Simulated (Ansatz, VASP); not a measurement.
**Sn: VASP beside Ansatz**

```
CELL_PARAMETERS angstrom
5.83200 0.00000 0.00000
0.00000 5.83200 0.00000
0.00000 0.00000 3.18200
ATOMIC_POSITIONS crystal
Sn 0.00000 0.00000 0.00000
Sn 0.50000 0.50000 0.50000
Sn 0.00000 0.50000 0.25000
Sn 0.50000 0.00000 0.75000
```

Alike in both runs: task electric field gradients; functional PBEsol; k mesh 8 × 8 × 14; occupations gaussian, width 0.1 eV; no spin polarisation.

|  | VASP | Ansatz |
| --- | --- | --- |
| version | VASP 6.6.1 | Ansatz 0.2.0 |
| potentials or method | VASP PAW PBE potentials, release 64 (Sn_d) | scalar-relativistic, plane waves, PAW |
| plane-wave cutoff (eV) | 520 | 420 |
| valence electrons in the cell | 56 | 56 |

VASP gave:

| Quantity | Value |
| --- | --- |
| gap on the k mesh at the Fermi level (eV) | none |
| pressure (GPa) | -0.4 |
| traceless stress, the component that is largest in VASP (GPa) | 0.43 |
| size of Vzz on the site where it differs most (V/Å²) | 34.2 |

**Question.** What did Ansatz give for the same quantities?

**Answer.** gap on the k mesh at the Fermi level (eV): none; pressure (GPa): -0.3; traceless stress, the component that is largest in VASP (GPa): 0.43; size of Vzz on the site where it differs most (V/Å²): 35.0.

VASP's potentials were made for PBE, not for PBEsol. A gap of «none» marks a metal or a gap that the smearing closes. With one functional, cell and mesh, what is left measures potentials, basis and numerics.
